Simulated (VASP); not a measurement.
Cu: single point with PBEsol

Cu:

```
Cu
1.0
     1.21846   -3.97638    0.00000
     1.21846    3.97638    0.00000
     0.00000    0.00000    2.47550
Cu
2
Direct
  0.13387 0.86613 0.25000
  0.86613 0.13387 0.75000
```

```
Program             : VASP 6.6.1
Task                : single point
Functional          : PBEsol
Potentials or basis : VASP PAW PBE potentials, release 64 (Cu)
Cutoff              : 600 eV
k mesh              : 13 × 13 × 12
Occupations         : methfessel-paxton, width 0.1 eV
Spin                : no spin polarisation
```

```yaml
Pressure: -0.8 GPa
Largest_force: 0.012 eV/Å
Band_gap_on_the_k_mesh: zero (bands 11 and 12 overlap by 5.59 eV)
```

Forces in eV/Å, atoms in the order of the input:
```
Cu   0.000 -0.012  0.000
Cu   0.000  0.012  0.000
```

Stress tensor (GPa, compression positive):
```
-0.78  0.00  0.00
 0.00 -1.14  0.00
 0.00  0.00 -0.60
```

Levels at points of the mesh, in eV from the Fermi level:
| k point | band 8 | band 9 | band 10 | band 11 | band 12 | band 13 | band 14 | band 15 |
| --- | --- | --- | --- | --- | --- | --- | --- | --- |
| (0.00, 0.00, 0.00) | -2.00 | -1.81 | -1.67 | -1.42 | -0.07 | 4.80 | 14.73 | 18.38 |
| (0.00, 0.00, 0.50) | -2.70 | -1.69 | -1.69 | 0.00 | 0.00 | 8.19 | 8.19 | 9.41 |

Run time: 3.1 min on 1 thread of Intel Xeon 8259CL, with other jobs on the host, peak memory 0.28 GiB.

Caveat: the PAW data sets were made with another functional, which shifts forces and pressure a little.
